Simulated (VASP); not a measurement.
Set up this calculation in VASP 6.6.1, as the native input.

```yaml
Task: single point
Functional: PBEsol
Potentials_or_basis: VASP PAW PBE potentials, release 64 (Y_sv)
Cutoff: 520 eV
k_mesh: 16 × 16 × 16
Occupations: gaussian, width 0.15 eV
Spin: no spin polarisation
Dipole_correction: no
Further_INCAR_settings: ALGO = Fast; EDIFF = 1e-06; NBANDS = 12
```

The structure of Y lies in POSCAR:

```
Y
1.0
    0.0000000000      2.5036375000      2.5036375000
    2.4850000000      0.0186375000      2.4850000000
    2.4850000000      2.4850000000      0.0186375000
Y
1
Direct
    0.0000000000      0.0000000000      0.0000000000
```

This cell differs from its parent crystal: strain +0.0150 x Voigt [0, 0, 0, 1, 0, 0].

The input as run:

INCAR

```
SYSTEM = Y
  PREC = Accurate
  ENCUT = 520
  EDIFF = 1E-6
  ISMEAR = 0
  SIGMA = 0.15
  LREAL = .FALSE.
  LASPH = .TRUE.
  NELM = 60
  ALGO = Fast
  ISIF = 2
  LWAVE = .FALSE.
  LCHARG = .FALSE.
  GGA = PS
  NBANDS = 12
```

KPOINTS

```
regular mesh
0
G
  16 16 16
  0 0 0
```

Potentials or basis: VASP PAW PBE potentials, release 64 (Y_sv).

Command:

```bash
$ cat potpaw_PBE.64/Y_sv/POTCAR > POTCAR
$ mpirun -np 1 vasp_std > vasp.out
```

It gave:

```json
{
 "Pressure": "0.1 GPa",
 "Band gap on the k mesh": "zero (an odd number of electrons rules out a gap without spin polarisation)"
}
```

Caveat: the cell differs from its parent crystal (strain +0.0150 x Voigt [0, 0, 0, 1, 0, 0]); the PAW data sets were made with another functional, which shifts forces and pressure a little.

Wall time 2.4 min on 1 thread of Intel(R) Xeon(R) Platinum 8559C (Emerald Rapids), on a shared host, peak memory 0.38 GiB.
